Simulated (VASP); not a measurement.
# InP (I-4m2) in VASP: a series of runs

InP is run at these levels: PBEsol; tasks: single point.

All numbers are computed with VASP 6.6.1; they aren't measurements. Logs are shortened: lines on timing, memory, paths and dates and some standing lists are left out, and cuts for length are marked.

## 1. The cell of the first run

Symmetry: I-4m2, No. 119, tetragonal system. Conventional cell: a = 4.198 Å, b = 4.198 Å, c = 5.812 Å, α = 90.00°, β = 90.00°, γ = 90.00°. In (site symmetry -4m2) has 4 P at 2.55 Å within 3.4 Å. P (site symmetry -4m2) has 4 In at 2.55 Å within 3.4 Å.

## 2. Single point, PBEsol, non-collinear spin, zero start, spin-orbit coupling (film at in-plane strain +0.01)

Input file INCAR:

```
SYSTEM = InP
  PREC = Accurate
  ENCUT = 520
  EDIFF = 1E-6
  ISMEAR = -1
  SIGMA = 0.01
  LREAL = .False.
  LASPH = .True.
  NELM = 150
  ALGO = Normal
  ISIF = 2
  LWAVE = .False.
  LCHARG = .True.
  MAGMOM = 0 0 0 0 0 0
  LORBIT = 11
  LSORBIT = .True.
  GGA_COMPAT = .False.
  LORBMOM = .True.
  GGA = PS
  LVHAR = .True.
  NBANDS = 30
```

Input file KPOINTS:

```
regular mesh
0
Gamma
  8 8 8
  0 0 0
```

Input file POSCAR:

```
InP
1.0
    2.9686749807      2.9686749807      0.0000000000
   -2.9686749807      2.9686749807      0.0000000000
    0.0000000000      2.9686749807      2.9060216331
In P
1 1
Direct
    0.0000000000      0.0000000000      0.0000000000
    0.7500000000      0.2500000000      0.5000000000
```

Potentials or basis: VASP PAW PBE potentials, release 64 (In_d, P).

Command:

```
cat potpaw_PBE.64/In_d/POTCAR potpaw_PBE.64/P/POTCAR > POTCAR
mpirun -np 1 vasp_ncl > vasp.out
```

OUTCAR:

```text
SYSTEM = InP
   PREC = Accurate
   ENCUT = 520
   EDIFF = 1E-6
   ISMEAR = -1
   LREAL = .False.
   LASPH = .True.
   NELM = 150
   ISIF = 2
   LORBIT = 11
   LSORBIT = .True.
   GGA = PS

 ion  position               nearest neighbor table
   1  0.000  0.000  0.000-   2 2.55   2 2.55   2 2.55   2 2.55
   2  0.750  0.250  0.500-   1 2.55   1 2.55   1 2.55   1 2.55

  LATTYP: Found a body centered tetragonal cell.
 ALAT       =     4.1983404200
 C/A-ratio  =     1.3843668414

  Lattice vectors:

 A1 = (   2.9686749807,   0.0000000000,  -2.9060216331)
 A2 = (  -2.9686749807,   0.0000000000,  -2.9060216331)
 A3 = (   0.0000000000,   2.9686749807,   2.9060216331)

Analysis of symmetry for initial positions (statically):
=====================================================================
 Subroutine PRICEL returns:
 Original cell was already a primitive cell.

 Routine SETGRP: Setting up the symmetry group for a
 body centered tetragonal supercell.

 Subroutine GETGRP returns: Found  8 space group operations
 (whereof  8 operations were pure point group operations)
 out of a pool of 16 trial point group operations.

The static configuration has the point symmetry D_2d.

Analysis of symmetry for dynamics (positions and initial velocities):
=====================================================================
 Subroutine PRICEL returns:
 Original cell was already a primitive cell.

 Routine SETGRP: Setting up the symmetry group for a
 body centered tetragonal supercell.

 Subroutine GETGRP returns: Found  8 space group operations
 (whereof  8 operations were pure point group operations)
 out of a pool of 16 trial point group operations.

The dynamic configuration has the point symmetry D_2d.

Analysis of structural, dynamic, and magnetic symmetry:
=====================================================================
 Subroutine PRICEL returns:
 Original cell was already a primitive cell.

 Routine SETGRP: Setting up the symmetry group for a
 body centered tetragonal supercell.

 Subroutine GETGRP returns: Found  8 space group operations
 (whereof  8 operations were pure point group operations)
 out of a pool of 16 trial point group operations.

The overall configuration has the point symmetry D_2d.

 Subroutine INISYM returns: Found  8 space group operations
 (whereof  8 operations are pure point group operations),
 and found     1 'primitive' translations

----------------------------------------------------------------------------------------

                                     Primitive cell

  volume of cell :      51.2217

  direct lattice vectors                    reciprocal lattice vectors
     2.968674981  2.968674981  0.000000000     0.168425309  0.168425309 -0.172056531
    -2.968674981  2.968674981  0.000000000    -0.168425309  0.168425309 -0.172056531
     0.000000000  2.968674981  2.906021633     0.000000000  0.000000000  0.344113061

  length of vectors
     4.198340420  4.198340420  4.154274049     0.293832638  0.293832638  0.344113061

  position of ions in fractional coordinates (direct lattice)
     0.000000000  0.000000000  0.000000000
     0.750000000  0.250000000  0.500000000

  ion indices of the primitive-cell ions
   primitive index   ion index
                 1           1
                 2           2

----------------------------------------------------------------------------------------

 KPOINTS: regular mesh

Automatic generation of k-mesh.
 Grid dimensions read from file:
 generate k-points for:    8    8    8

 Generating k-lattice:

  Cartesian coordinates                     Fractional coordinates (reciprocal lattice)
     0.021053164  0.021053164 -0.021507066     0.125000000  0.000000000  0.000000000
    -0.021053164  0.021053164 -0.021507066     0.000000000  0.125000000  0.000000000
     0.000000000  0.000000000  0.043014133     0.000000000  0.000000000  0.125000000

  Length of vectors
     0.036729080  0.036729080  0.043014133

  Shift w.r.t. Gamma in fractional coordinates (k-lattice)
     0.000000000  0.000000000  0.000000000

 Subroutine IBZKPT returns following result:
 ===========================================

 Found     87 irreducible k-points:

 Following reciprocal coordinates:
            Coordinates               Weight
  0.000000  0.000000  0.000000      1.000000
  0.125000  0.000000  0.000000      4.000000
 -0.125000  0.000000  0.000000      4.000000
  0.250000  0.000000  0.000000      4.000000
 -0.250000  0.000000  0.000000      4.000000
  0.375000  0.000000  0.000000      4.000000
[... 16 lines left out ...]
 -0.375000 -0.250000 -0.000000      8.000000
  0.500000  0.250000  0.000000      8.000000
 [... further k-points ...]
   k-points           NKPTS =     87   k-points in BZ     NKDIM =     87   number of bands    NBANDS=     30
   number of dos      NEDOS =    301   number of ions     NIONS =      2
   total plane-waves  NPLWV =  32768
   dimension x,y,z NGX =    32 NGY =   32 NGZ =   32
   dimension x,y,z NGXF=    64 NGYF=   64 NGZF=   64
   ions per type =               1   1
   NGX,Y,Z   is equivalent  to a cutoff of  12.67, 12.67, 12.81 a.u.
   NGXF,Y,Z  is equivalent  to a cutoff of  25.34, 25.34, 25.61 a.u.
 SYSTEM =  InP
   PREC   = accura    normal or accurate (medium, high low for compatibility)
   ISTART =      0    job   : 0-new  1-cont  2-samecut
   ICHARG =      2    charge: 1-file 2-atom 10-const
   ISPIN  =      1    spin polarized calculation?
   LNONCOLLINEAR =      T non collinear calculations
   LSORBIT =      T    spin-orbit coupling
   LASPH  =      T    aspherical Exc in radial PAW
   ENCUT  =  520.0 eV  38.22 Ry    6.18 a.u.   7.81  7.81  7.72*2*pi/ulx,y,z
   NELM   =    150;   NELMIN=  2; NELMDL= -5     # of ELM steps
   EDIFF  = 0.1E-05   stopping-criterion for ELM
   LREAL  =      F    real-space projection
[... 7 lines left out ...]
   TEBEG  =    0.0;   TEEND  =   0.0 temperature during run
   PSTRESS=    0.0 pullay stress
   NELECT =      18.0000    total number of electrons
   NUPDOWN=      -1.0000    fix difference up-down
   EMIN   =  10.00;   EMAX   =-10.00  energy-range for DOS
   EFERMI =   0.00;   METHOD = LEGACY
   ISMEAR =    -1;   SIGMA  =   0.01  broadening in eV -4-tet -1-fermi 0-gaus
   EFERMI_NEDOS =   21; number of points for ismear=-14 and -15
   IALGO  =     38    algorithm
   IMIX   =      4    mixing-type and parameters
     AMIX     =   0.40;   BMIX     =  1.00
     AMIX_MAG =   1.60;   BMIX_MAG =  1.00
  volume/ion in A,a.u.               =      25.61       172.83
  Fermi-wavevector in a.u.,A,eV,Ry     =   1.155263  2.183131 18.158786  1.334633
  Thomas-Fermi vector in A             =   2.291893
   LORBIT       =     11    0 simple, 1 ext, 2 COOP (PROOUT), +10 PAW based schemes
   GGA     = PS    functional components
   LHFCALC =     F    Hartree Fock is set to
   AEXX    =    0.0000 exact exchange contribution
   IVDW    =     0    specifies the selected vdW correction
   LEPSILON=     F    determine dielectric tensor
   LRPA    =     F    only Hartree local field effects (RPA)
  energy-cutoff  :      520.00
  volume of cell :       51.22
 maximum number of plane-waves:      2790
   NGX = 15   NGY = 15   NGZ = 15

 number of electron      18.0000008 magnetization      -0.0000000     -0.0000000     -0.0000000

 number of electron      18.0000008 magnetization       0.0000000      0.0000000     -0.0000000

 number of electron      18.0000008 magnetization       0.0000000      0.0000000      0.0000000

 Free energy of the ion-electron system (eV)
  ---------------------------------------------------
  ext. energy  EPLUGINS =         0.00000000
  ---------------------------------------------------
  free energy    TOTEN  =        -9.18829686 eV

  energy without entropy =       -9.18829686  energy(sigma->0) =       -9.18829686

 E-fermi :   5.2130     XC(G=0):  -9.4022

 val. band max:        4.9772085879   @ k =   0.0000   0.0000   0.0000
 cond. band min:       5.4206594385   @ k =   0.0000   0.0000   0.0000
 fundamental gap:      0.4434508506
 Fermi energy:         5.2130497083

 k-point     1 :       0.0000    0.0000    0.0000
  band No.  band energies     occupation
      1      -9.6652      1.00000
      2      -9.6652      1.00000
      3      -9.6604      1.00000
      4      -9.6604      1.00000
      5      -8.8816      1.00000
      6      -8.8816      1.00000
[... 781 lines left out ...]
     29      15.5737      0.00000
     30      15.5914      0.00000

 [... further k-points ...]
[... 5 lines left out ...]
  --------------------------------------------------------------------------------------
  -------------------------------------------------------------------------------------
  Total       -0.2958228     -0.2958228     -0.0192684      0.0000000      0.0000000     -0.0000000
  in kB       -9.2531174     -9.2531174     -0.6027004      0.0000000      0.0000000     -0.0000000
  external PRESSURE =      -6.3696451 kB  Pullay stress =       0.0000000 kB

 VOLUME and BASIS-vectors are now :
 -----------------------------------------------------------------------------
  energy-cutoff  :      520.00
  volume of cell :       51.22
      direct lattice vectors                 reciprocal lattice vectors
     2.968674981  2.968674981  0.000000000     0.168425309  0.168425309 -0.172056531
    -2.968674981  2.968674981  0.000000000    -0.168425309  0.168425309 -0.172056531
     0.000000000  2.968674981  2.906021633     0.000000000  0.000000000  0.344113061

 POSITION                                       TOTAL-FORCE (eV/Angst)
 -----------------------------------------------------------------------------------
      0.00000      0.00000      0.00000        -0.000000      0.000000      0.000000
      1.48434      4.45301      1.45301         0.000000     -0.000000      0.000000
 -----------------------------------------------------------------------------------
    total drift:                                0.000000     -0.000000      0.000000

  FREE ENERGIE OF THE ION-ELECTRON SYSTEM (eV)
  ---------------------------------------------------
  free  energy   TOTEN  =        -9.1882968620 eV

  energy  without entropy=       -9.1882968620  energy(sigma->0) =       -9.18829686

 orbital moment (x)

 # of ion     p       d       tot
 ----------------------------------------
  1         0.000  -0.000   0.000
  2         0.000   0.000   0.000
 ----------------------------------------
            0.000  -0.000   0.000

 orbital moment (y)

 # of ion     p       d       tot
 ----------------------------------------
  1         0.000  -0.000   0.000
  2         0.000   0.000   0.000
 ----------------------------------------
            0.000  -0.000   0.000

 orbital moment (z)

 # of ion     p       d       tot
 ----------------------------------------
  1         0.000  -0.000  -0.000
  2         0.000   0.000   0.000
 ----------------------------------------
            0.000  -0.000  -0.000

 Spin-Orbit-Coupling matrix elements

 Ion:    1  E_soc:     -0.0717378
 l=   1
     0.0000000    -0.0054224    -0.0054307
    -0.0054224     0.0000000    -0.0054224
    -0.0054307    -0.0054224     0.0000000
 l=   2
     0.0000000    -0.0013367     0.0000000    -0.0013367    -0.0051948
    -0.0013367     0.0000000    -0.0038960    -0.0013351    -0.0012991
     0.0000000    -0.0038960     0.0000000    -0.0038960     0.0000000
    -0.0013367    -0.0013351    -0.0038960     0.0000000    -0.0012991
    -0.0051948    -0.0012991     0.0000000    -0.0012991     0.0000000
 l=   3
     0.0000000     0.0000000     0.0000000     0.0000000     0.0000000     0.0000000     0.0000000
     0.0000000     0.0000000     0.0000000     0.0000000     0.0000000     0.0000000     0.0000000
     0.0000000     0.0000000     0.0000000     0.0000000     0.0000000     0.0000000     0.0000000
     0.0000000     0.0000000     0.0000000     0.0000000     0.0000000     0.0000000     0.0000000
     0.0000000     0.0000000     0.0000000     0.0000000     0.0000000     0.0000000     0.0000000
     0.0000000     0.0000000     0.0000000     0.0000000     0.0000000     0.0000000     0.0000000
     0.0000000     0.0000000     0.0000000     0.0000000     0.0000000     0.0000000     0.0000000

 Ion:    2  E_soc:     -0.0011208
 l=   1
     0.0000000    -0.0001878    -0.0001848
    -0.0001878     0.0000000    -0.0001878
    -0.0001848    -0.0001878     0.0000000
 l=   2
     0.0000000     0.0000000     0.0000000     0.0000000     0.0000000
     0.0000000     0.0000000     0.0000000     0.0000000     0.0000000
     0.0000000     0.0000000     0.0000000     0.0000000     0.0000000
     0.0000000     0.0000000     0.0000000     0.0000000     0.0000000
     0.0000000     0.0000000     0.0000000     0.0000000     0.0000000
 l=   3
     0.0000000     0.0000000     0.0000000     0.0000000     0.0000000     0.0000000     0.0000000
     0.0000000     0.0000000     0.0000000     0.0000000     0.0000000     0.0000000     0.0000000
     0.0000000     0.0000000     0.0000000     0.0000000     0.0000000     0.0000000     0.0000000
     0.0000000     0.0000000     0.0000000     0.0000000     0.0000000     0.0000000     0.0000000
     0.0000000     0.0000000     0.0000000     0.0000000     0.0000000     0.0000000     0.0000000
     0.0000000     0.0000000     0.0000000     0.0000000     0.0000000     0.0000000     0.0000000
     0.0000000     0.0000000     0.0000000     0.0000000     0.0000000     0.0000000     0.0000000

 total charge

# of ion       s       p       d       tot
------------------------------------------
    1        0.828   0.758   9.898  11.484
    2        1.029   1.467   0.000   2.497
--------------------------------------------------
tot          1.858   2.225   9.898  13.981

 magnetization (x)

# of ion       s       p       d       tot
------------------------------------------
    1        0.000  -0.000  -0.000  -0.000
    2        0.000   0.000   0.000   0.000
--------------------------------------------------
tot          0.000  -0.000  -0.000  -0.000

 magnetization (y)

# of ion       s       p       d       tot
------------------------------------------
    1        0.000   0.000   0.000   0.000
    2        0.000   0.000   0.000   0.000
--------------------------------------------------
tot          0.000   0.000   0.000   0.000

 magnetization (z)

# of ion       s       p       d       tot
------------------------------------------
    1        0.000  -0.000   0.000  -0.000
    2        0.000  -0.000   0.000  -0.000
--------------------------------------------------
tot          0.000  -0.000   0.000  -0.000
```

Wall time 1.9 min (1 thread of Intel Xeon Platinum 8559C (Emerald Rapids), shared host); peak memory 0.42 GiB.

Results:

| Item | Value |
| --- | --- |
| Free energy | -9.1883 eV |
| Pressure | -0.6 GPa |
| Net moment | 0.00 μB per cell |
| Valence electrons inside the program's atomic spheres | In 11.48; P 2.50 |

Stress tensor (GPa, compression positive):
```
-0.93  0.00  0.00
 0.00 -0.93  0.00
 0.00  0.00 -0.06
```

Moments on the atoms (μB; x, y, z):
```
In  0.00 0.00 0.00
P   0.00 0.00 0.00
```

Caveat: the cell differs from its parent crystal (film at in-plane strain +0.01); the PAW data sets were made with another functional, which shifts forces and pressure a little.

## 3. Single point, PBEsol, non-collinear spin, zero start, spin-orbit coupling (film at in-plane strain -0.01)

Changes to INCAR since step 2:

```diff
@@ -12,3 +12,3 @@
   LWAVE = .False.
-  LCHARG = .True.
+  LCHARG = .False.
   MAGMOM = 0 0 0 0 0 0
@@ -19,3 +19,2 @@
   GGA = PS
-  LVHAR = .True.
   NBANDS = 30
```

KPOINTS is that of step 2.

Input file POSCAR:

```
InP
1.0
    2.9098893375      2.9098893375      0.0000000000
   -2.9098893375      2.9098893375      0.0000000000
    0.0000000000      2.9098893375      2.9715033918
In P
1 1
Direct
    0.0000000000      0.0000000000      0.0000000000
    0.7500000000      0.2500000000      0.5000000000
```

Potentials or basis: VASP PAW PBE potentials, release 64 (In_d, P).

Command:

```
cat potpaw_PBE.64/In_d/POTCAR potpaw_PBE.64/P/POTCAR > POTCAR
mpirun -np 1 vasp_ncl > vasp.out
```

OUTCAR:

```text
SYSTEM = InP
   PREC = Accurate
   ENCUT = 520
   EDIFF = 1E-6
   ISMEAR = -1
   LREAL = .False.
   LASPH = .True.
   NELM = 150
   ISIF = 2
   LORBIT = 11
   LSORBIT = .True.
   GGA = PS

 ion  position               nearest neighbor table
   1  0.000  0.000  0.000-   2 2.54   2 2.54   2 2.54   2 2.54
   2  0.750  0.250  0.500-   1 2.54   1 2.54   1 2.54   1 2.54

  LATTYP: Found a body centered tetragonal cell.
 ALAT       =     4.1152049661
 C/A-ratio  =     1.4441581483

  Lattice vectors:

 A1 = (   2.9098893375,   0.0000000000,  -2.9715033918)
 A2 = (  -2.9098893375,   0.0000000000,  -2.9715033918)
 A3 = (   0.0000000000,   2.9098893375,   2.9715033918)

Analysis of symmetry for initial positions (statically):
=====================================================================
 Subroutine PRICEL returns:
 Original cell was already a primitive cell.

 Routine SETGRP: Setting up the symmetry group for a
 body centered tetragonal supercell.

 Subroutine GETGRP returns: Found  8 space group operations
 (whereof  8 operations were pure point group operations)
 out of a pool of 16 trial point group operations.

[... 1054 lines left out ...]
     0.0000000     0.0000000     0.0000000     0.0000000     0.0000000     0.0000000     0.0000000
     0.0000000     0.0000000     0.0000000     0.0000000     0.0000000     0.0000000     0.0000000
     0.0000000     0.0000000     0.0000000     0.0000000     0.0000000     0.0000000     0.0000000
     0.0000000     0.0000000     0.0000000     0.0000000     0.0000000     0.0000000     0.0000000
     0.0000000     0.0000000     0.0000000     0.0000000     0.0000000     0.0000000     0.0000000

 Ion:    2  E_soc:     -0.0011164
 l=   1
     0.0000000    -0.0001851    -0.0001881
    -0.0001851     0.0000000    -0.0001851
    -0.0001881    -0.0001851     0.0000000
 l=   2
     0.0000000     0.0000000     0.0000000     0.0000000     0.0000000
     0.0000000     0.0000000     0.0000000     0.0000000     0.0000000
     0.0000000     0.0000000     0.0000000     0.0000000     0.0000000
     0.0000000     0.0000000     0.0000000     0.0000000     0.0000000
     0.0000000     0.0000000     0.0000000     0.0000000     0.0000000
 l=   3
     0.0000000     0.0000000     0.0000000     0.0000000     0.0000000     0.0000000     0.0000000
     0.0000000     0.0000000     0.0000000     0.0000000     0.0000000     0.0000000     0.0000000
     0.0000000     0.0000000     0.0000000     0.0000000     0.0000000     0.0000000     0.0000000
     0.0000000     0.0000000     0.0000000     0.0000000     0.0000000     0.0000000     0.0000000
     0.0000000     0.0000000     0.0000000     0.0000000     0.0000000     0.0000000     0.0000000
     0.0000000     0.0000000     0.0000000     0.0000000     0.0000000     0.0000000     0.0000000
     0.0000000     0.0000000     0.0000000     0.0000000     0.0000000     0.0000000     0.0000000

 total charge

# of ion       s       p       d       tot
------------------------------------------
    1        0.829   0.777   9.901  11.507
    2        1.028   1.478   0.000   2.506
--------------------------------------------------
tot          1.857   2.255   9.901  14.013

 magnetization (x)

# of ion       s       p       d       tot
------------------------------------------
    1        0.000  -0.000  -0.000  -0.000
    2       -0.000   0.000   0.000  -0.000
--------------------------------------------------
tot         -0.000  -0.000  -0.000  -0.000

 magnetization (y)

# of ion       s       p       d       tot
------------------------------------------
    1        0.000   0.000   0.000   0.000
    2        0.000   0.000   0.000   0.000
--------------------------------------------------
tot          0.000   0.000   0.000   0.000

 magnetization (z)

# of ion       s       p       d       tot
------------------------------------------
    1        0.000  -0.000   0.000  -0.000
    2        0.000   0.000   0.000   0.000
--------------------------------------------------
tot          0.000   0.000   0.000   0.000
```

It took 95 s on 1 thread of Intel Xeon 6975P-C (Granite Rapids), shared host; peak memory 0.42 GiB.

Results:

```yaml
Free_energy: -9.1883 eV
Pressure: 0.5 GPa
Net_moment: 0.00 μB per cell
Valence_electrons_inside_the_program's_atomic_spheres: In 11.51; P 2.51
```

Moments on the atoms (μB; x, y, z):
```
In  0.00 0.00 0.00
P   0.00 0.00 0.00
```

Caveat: the cell differs from its parent crystal (film at in-plane strain -0.01); the PAW data sets were made with another functional, which shifts forces and pressure a little.

(Part 1 of 2 ends here.)
